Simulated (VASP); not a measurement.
The system is Rh.

```
CELL_PARAMETERS angstrom
3.68819 0.00000 0.00000
0.00000 3.68819 0.00000
0.00000 0.00000 3.68819
ATOMIC_POSITIONS crystal
Rh 0.00000 0.50000 0.50000
Rh 0.50000 0.00000 0.50000
Rh 0.50000 0.50000 0.00000
```

Program: VASP 6.6.1. Alike in all runs: task single point; level PBE; potentials or basis VASP PAW PBE potentials, release 64 (Rh_pv); cell as given; cutoff (eV) 520; smearing gaussian 0.1 eV. Hardware: 1 thread of Intel Xeon 6975P-C, on a shared host.

Problem. Order these runs on this cell by their wall time, lowest first.
A. spin collinear, ferromagnetic start; k mesh 12 × 12 × 12
B. spin collinear, ferromagnetic start; k mesh 6 × 6 × 6
C. spin off; k mesh 6 × 6 × 6

Solution. C (23 s), B (68 s), A (260 s).
